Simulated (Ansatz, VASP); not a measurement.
## One calculation of ScAl3, two programs

```
CELL_PARAMETERS angstrom
4.10533 0.00000 0.00000
0.00000 4.10533 0.00000
0.00000 0.00000 4.10533
ATOMIC_POSITIONS crystal
Sc 0.00000 0.00000 0.00000
Al 0.50000 0.00000 0.50000
Al 0.00000 0.50000 0.50000
Al 0.50000 0.50000 0.00000
```

Alike in both runs: functional PBE; k mesh 10 × 10 × 10; occupations gaussian, width 0.1 eV; no spin polarisation.

Ansatz relaxed the structure, and its values are those at the end. VASP's run is a single point on that final structure, the one shown.

|  | VASP | Ansatz |
| --- | --- | --- |
| version | VASP 6.6.1 | Ansatz 0.2.0 |
| potentials or method | VASP PAW PBE potentials, release 64 (Sc_sv, Al), cutoff 520 eV | scalar-relativistic, plane waves, PAW |
| valence electrons in the cell | 20 | 20 |

```tsv
	VASP	Ansatz	Ansatz less VASP
gap on the k mesh at the Fermi level (eV)	none	none	-
pressure (GPa)	0.0	0.0	-0.01
```

A gap of «none» marks a metal or a gap that the smearing closes.
